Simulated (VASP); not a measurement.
# K (Fd-3m) in VASP: notebook, part 2 of 2

VASP 6.6.1. Earlier steps stand in the parts before.

### 3 Single point, PBE (102.10 Å³/atom)

This run uses another cell than the first one, of 102.10 Å³/atom.

INCAR reads:

```
PREC = Accurate
ENCUT = 520
EDIFF = 1E-6
ISMEAR = -1
SIGMA = 0.1
LREAL = F
LASPH = T
NELM = 80
ALGO = Normal
ISIF = 2
LWAVE = F
LCHARG = F
GGA = PE
NBANDS = 16
```

KPOINTS reads:

```
regular mesh
0
Gamma
  8 8 8
```

POSCAR reads:

```
K
1.0
    0.0000000000      4.6738280716      4.6738280716
    4.6738280716      0.0000000000      4.6738280716
    4.6738280716      4.6738280716      0.0000000000
K
2
Direct
   -0.1250000000     -0.1250000000     -0.1250000000
    0.1250000000      0.1250000000      0.1250000000
```

Potentials or basis: VASP PAW PBE potentials, release 64 (K_sv).

On the command line:

```
> cat potpaw_PBE.64/K_sv/POTCAR > POTCAR
> mpirun -np 1 vasp_std > vasp.out
```

OUTCAR:

```text
PREC = Accurate
   ENCUT = 520
   EDIFF = 1E-6
   ISMEAR = -1
   LREAL = F
   LASPH = T
   NELM = 80
   ISIF = 2
   GGA = PE

 ion  position               nearest neighbor table
   1  0.875  0.875  0.875-
   2  0.125  0.125  0.125-

  LATTYP: Found a face centered cubic cell.
 ALAT       =     9.3476561432

  Lattice vectors:

 A1 = (   0.0000000000,   4.6738280716,   4.6738280716)
 A2 = (   4.6738280716,   0.0000000000,   4.6738280716)
 A3 = (   4.6738280716,   4.6738280716,   0.0000000000)

Analysis of symmetry for initial positions (statically):
=====================================================================
 Subroutine PRICEL returns:
 Original cell was already a primitive cell.

 Routine SETGRP: Setting up the symmetry group for a
 face centered cubic supercell.

 Subroutine GETGRP returns: Found 48 space group operations
 (whereof 12 operations were pure point group operations)
 out of a pool of 48 trial point group operations.

The static configuration has the point symmetry D_3d.
 The point group associated with its full space group is O_h .

Analysis of symmetry for dynamics (positions and initial velocities):
=====================================================================
 Subroutine PRICEL returns:
 Original cell was already a primitive cell.

 Routine SETGRP: Setting up the symmetry group for a
 face centered cubic supercell.

 Subroutine GETGRP returns: Found 48 space group operations
 (whereof 12 operations were pure point group operations)
 out of a pool of 48 trial point group operations.

The dynamic configuration has the point symmetry D_3d.
 The point group associated with its full space group is O_h .

 Subroutine INISYM returns: Found 48 space group operations
 (whereof 12 operations are pure point group operations),
 and found     1 'primitive' translations

----------------------------------------------------------------------------------------

                                     Primitive cell

  volume of cell :     204.1965

  direct lattice vectors                    reciprocal lattice vectors
     0.000000000  4.673828072  4.673828072    -0.106978689  0.106978689  0.106978689
     4.673828072  0.000000000  4.673828072     0.106978689 -0.106978689  0.106978689
     4.673828072  4.673828072  0.000000000     0.106978689  0.106978689 -0.106978689

  length of vectors
     6.609791047  6.609791047  6.609791047     0.185292525  0.185292525  0.185292525

  position of ions in fractional coordinates (direct lattice)
     0.875000000  0.875000000  0.875000000
     0.125000000  0.125000000  0.125000000

  ion indices of the primitive-cell ions
   primitive index   ion index
                 1           1
                 2           2

----------------------------------------------------------------------------------------

 KPOINTS: regular mesh

Automatic generation of k-mesh.
 Grid dimensions read from file:
 generate k-points for:    8    8    8

 Generating k-lattice:

  Cartesian coordinates                     Fractional coordinates (reciprocal lattice)
    -0.013372336  0.013372336  0.013372336     0.125000000  0.000000000  0.000000000
     0.013372336 -0.013372336  0.013372336     0.000000000  0.125000000  0.000000000
     0.013372336  0.013372336 -0.013372336     0.000000000  0.000000000  0.125000000

  Length of vectors
     0.023161566  0.023161566  0.023161566

  Shift w.r.t. Gamma in fractional coordinates (k-lattice)
     0.000000000  0.000000000  0.000000000

 Subroutine IBZKPT returns following result:
 ===========================================

 Found     29 irreducible k-points:

 Following reciprocal coordinates:
            Coordinates               Weight
  0.000000  0.000000  0.000000      1.000000
  0.125000  0.000000  0.000000      8.000000
  0.250000  0.000000  0.000000      8.000000
  0.375000  0.000000  0.000000      8.000000
  0.500000  0.000000  0.000000      4.000000
  0.125000  0.125000  0.000000      6.000000
[... 16 lines left out ...]
  0.500000  0.250000  0.125000     48.000000
 -0.375000  0.250000  0.125000     24.000000
 [... further k-points ...]
   k-points           NKPTS =     29   k-points in BZ     NKDIM =     29   number of bands    NBANDS=     16
   number of dos      NEDOS =    301   number of ions     NIONS =      2
   total plane-waves  NPLWV = 125000
   dimension x,y,z NGX =    50 NGY =   50 NGZ =   50
   dimension x,y,z NGXF=   100 NGYF=  100 NGZF=  100
   ions per type =               2
   NGX,Y,Z   is equivalent  to a cutoff of  12.58, 12.58, 12.58 a.u.
   NGXF,Y,Z  is equivalent  to a cutoff of  25.15, 25.15, 25.15 a.u.
 SYSTEM =  unknown system
   PREC   = accura    normal or accurate (medium, high low for compatibility)
   ISTART =      0    job   : 0-new  1-cont  2-samecut
   ICHARG =      2    charge: 1-file 2-atom 10-const
   ISPIN  =      1    spin polarized calculation?
   LNONCOLLINEAR =      F non collinear calculations
   LSORBIT =      F    spin-orbit coupling
   LASPH  =      T    aspherical Exc in radial PAW
   ENCUT  =  520.0 eV  38.22 Ry    6.18 a.u.  12.29 12.29 12.29*2*pi/ulx,y,z
   NELM   =     80;   NELMIN=  2; NELMDL= -5     # of ELM steps
   EDIFF  = 0.1E-05   stopping-criterion for ELM
   LREAL  =      F    real-space projection
   EDIFFG = 0.1E-04   stopping-criterion for IOM
   NSW    =      0    number of steps for IOM
   IBRION =     -1    ionic relax: 0-MD 1-quasi-New 2-CG
   NFREE  =      0    steps in history (QN), initial steepest desc. (CG)
   ISIF   =      2    stress and relaxation
   ISYM   =      2    0-nonsym 1-usesym 2-fastsym
   POTIM  = 0.5000    time-step for ionic-motion
   TEBEG  =    0.0;   TEEND  =   0.0 temperature during run
   PSTRESS=    0.0 pullay stress
   NELECT =      18.0000    total number of electrons
   NUPDOWN=      -1.0000    fix difference up-down
   EMIN   =  10.00;   EMAX   =-10.00  energy-range for DOS
   EFERMI =   0.00;   METHOD = LEGACY
   ISMEAR =    -1;   SIGMA  =   0.10  broadening in eV -4-tet -1-fermi 0-gaus
   EFERMI_NEDOS =   21; number of points for ismear=-14 and -15
   IALGO  =     38    algorithm
   IMIX   =      4    mixing-type and parameters
     AMIX     =   0.40;   BMIX     =  1.00
     AMIX_MAG =   1.60;   BMIX_MAG =  1.00
  volume/ion in A,a.u.               =     102.10       688.99
  Fermi-wavevector in a.u.,A,eV,Ry     =   0.728590  1.376835  7.222554  0.530843
  Thomas-Fermi vector in A             =   1.820100
   LORBIT       =      0    0 simple, 1 ext, 2 COOP (PROOUT), +10 PAW based schemes
   GGA     = PE    functional components
   LHFCALC =     F    Hartree Fock is set to
   AEXX    =    0.0000 exact exchange contribution
   IVDW    =     0    specifies the selected vdW correction
   LEPSILON=     F    determine dielectric tensor
   LRPA    =     F    only Hartree local field effects (RPA)
 non-spin polarized calculation
  energy-cutoff  :      520.00
  volume of cell :      204.20
 maximum number of plane-waves:      5577
 NGX is ok and might be reduce to    50
   NGX = 25   NGY = 25   NGZ = 25

 number of electron      17.9999999 magnetization

 Free energy of the ion-electron system (eV)
  ---------------------------------------------------
  ext. energy  EPLUGINS =         0.00000000
  ---------------------------------------------------
  free energy    TOTEN  =        -1.51997406 eV

  energy without entropy =       -1.46773516  energy(sigma->0) =       -1.49385461

 E-fermi :  -0.6764     XC(G=0):  -4.8426

 val. band max:       -0.8115080697   @ k =   0.5000   0.0000   0.0000
 cond. band min:      -0.6584855562   @ k =   0.5000   0.1250   0.0000
 fundamental gap:      0.1530225135
 Fermi energy:        -0.6764445035

 k-point     1 :       0.0000    0.0000    0.0000
  band No.  band energies     occupation
      1     -33.2888      2.00000
      2     -33.2707      2.00000
      3     -16.7983      2.00000
      4     -16.7983      2.00000
      5     -16.7983      2.00000
      6     -16.7230      2.00000
[... 8 lines left out ...]
     15       2.0755      0.00000
     16       2.0864      0.00000
[... 419 lines left out ...]
 k-point    24 :      -0.3750    0.2500    0.1250
  band No.  band energies     occupation
      1     -33.2829      2.00000
      2     -33.2765      2.00000
      3     -16.8133      2.00000
      4     -16.8092      2.00000
      5     -16.7818      2.00000
      6     -16.7408      2.00000
[... 8 lines left out ...]
     15       2.3897      0.00000
     16       2.7328      0.00000

 [... further k-points ...]

------------------------ aborting loop because EDIFF is reached ----------------------------------------

  FORCE on cell =-STRESS in cart. coord.  units (eV):
  Direction    XX          YY          ZZ          XY          YZ          ZX
  --------------------------------------------------------------------------------------
  -------------------------------------------------------------------------------------
  Total        0.1465402      0.1465402      0.1465402      0.0000000      0.0000000      0.0000000
  in kB        1.1497916      1.1497916      1.1497916      0.0000000      0.0000000      0.0000000
  external PRESSURE =       1.1497916 kB  Pullay stress =       0.0000000 kB

 VOLUME and BASIS-vectors are now :
 -----------------------------------------------------------------------------
  energy-cutoff  :      520.00
  volume of cell :      204.20
      direct lattice vectors                 reciprocal lattice vectors
     0.000000000  4.673828072  4.673828072    -0.106978689  0.106978689  0.106978689
     4.673828072  0.000000000  4.673828072     0.106978689 -0.106978689  0.106978689
     4.673828072  4.673828072  0.000000000     0.106978689  0.106978689 -0.106978689

 POSITION                                       TOTAL-FORCE (eV/Angst)
 -----------------------------------------------------------------------------------
      8.17920      8.17920      8.17920         0.000000      0.000000      0.000000
      1.16846      1.16846      1.16846        -0.000000     -0.000000     -0.000000
 -----------------------------------------------------------------------------------
    total drift:                                0.000000      0.000000     -0.000000

  FREE ENERGIE OF THE ION-ELECTRON SYSTEM (eV)
  ---------------------------------------------------
  free  energy   TOTEN  =        -1.5199740602 eV

  energy  without entropy=       -1.4677351591  energy(sigma->0) =       -1.49385461
```

stdout:

```text
POSCAR found type information on POSCAR K
 POSCAR found :  1 types and       2 ions
 scaLAPACK will be used
 LDA part: xc-table for (Slater+PW92), standard interpolation
 POSCAR, INCAR and KPOINTS ok, starting setup
 FFT: planning ... GRIDC
 FFT: planning ... GRID_SOFT
 FFT: planning ... GRID
 WAVECAR not read
 entering main loop
```

Run time: 64 s. Hardware: 1 thread of AMD EPYC 9R45 (Zen 5), shared host; peak memory 0.33 GiB.

Results:

- Free energy: -1.5200 eV
- Pressure: 0.1 GPa
- Band gap on the k mesh: zero (bands 9 and 10 overlap by 0.42 eV)

The gap in the log of VASP goes by the Fermi energy; the results here count the filled bands.